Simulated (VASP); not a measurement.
PbO: single point with PBE-based screened hybrid with 40 % exact exchange

Crystal: PbO.

```xyz
2
Lattice="0.0000 2.7988 2.7988 2.7988 0.0000 2.7988 2.7988 2.7988 0.0000" Properties=species:S:1:pos:R:3 pbc="T T T"
Pb    0.0000    0.0000    0.0000
O     1.3994    1.3994    1.3994
```

```yaml
Program: VASP 6.6.1
Task: single point
Functional: PBE-based screened hybrid with 40 % exact exchange
Potentials_or_basis: VASP PAW PBE potentials, release 64 (Pb_d, O)
Cutoff: 520 eV
k_mesh: 4 × 4 × 4
Occupations: gaussian, width 0.01 eV
Spin: no spin polarisation
```

```
Pressure               : -0.1 GPa
Band gap on the k mesh : 0.87 eV (least direct gap 1.05 eV)
```

Levels at points of the mesh, in eV from the valence-band top:
| k point | band 7 | band 8 | band 9 | band 10 | band 11 | band 12 | band 13 | band 14 |
| --- | --- | --- | --- | --- | --- | --- | --- | --- |
| (0.00, 0.00, 0.00) | -7.08 | -2.86 | -2.86 | -2.86 | 6.05 | 6.05 | 6.05 | 8.96 |
| (0.50, 0.00, 0.00) | -8.41 | -3.34 | -3.34 | -2.27 | 2.91 | 6.25 | 6.25 | 9.47 |
| (0.50, 0.50, 0.00) | -8.41 | -4.13 | -4.13 | -0.19 | 0.87 | 6.76 | 6.76 | 7.04 |

It took 5.4 min on 1 thread of Intel(R) Xeon(R) Platinum 8488C (Sapphire Rapids), with other jobs on the host, peak memory 0.27 GiB.

Caveat: the k points lie up to 0.49 Å⁻¹ apart; the structure was generated, so it needn't be the stable form of PbO; the PAW data sets were made with another functional, which shifts forces and pressure a little; spin-orbit coupling is left out, which moves the levels of the heavy elements. A k mesh can miss the band edges.
